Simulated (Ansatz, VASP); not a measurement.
# Two plane-wave programs on AlC

```xyz
4
Lattice="3.6577 0.0000 0.0000 -1.8288 3.1676 0.0000 0.0000 0.0000 5.9171" Properties=species:S:1:pos:R:3 pbc="T T T"
Al    0.0000    2.1118    0.0000
Al    1.8288    1.0559    2.9585
C     0.0000    2.1118    2.2781
C     1.8288    1.0559    5.2366
```

Change from the starting cell: species swapped into the MnS type (P6_3mc, No. 186).

Alike in both runs: task relaxation of cell and atoms; functional PBE; k mesh 6 × 6 × 4; occupations gaussian, width 0.2 eV; no spin polarisation.

```csv
,VASP,Ansatz
version,VASP 6.6.1,Ansatz 0.2.0
potentials or method,"VASP PAW PBE potentials, release 64 (Al, C), cutoff 600 eV","scalar-relativistic, plane waves, PAW"
valence electrons in the cell,14,14
```

VASP gave:

* gap on the k mesh at the Fermi level, each at its own relaxed structure (eV): none
* relaxed volume (Å³/atom): 11.56
* relaxed cell length with the largest relative difference (Å): 4.397

Problem. Estimate Ansatz's values.

Solution. gap on the k mesh at the Fermi level, each at its own relaxed structure (eV): none; relaxed volume (Å³/atom): 11.59; relaxed cell length with the largest relative difference (Å): 4.380.

A gap of «none» marks a metal or a gap that the smearing closes.

Noted on VASP's run: the volume moved by over 15 % at a fixed basis, so the end points are rough.
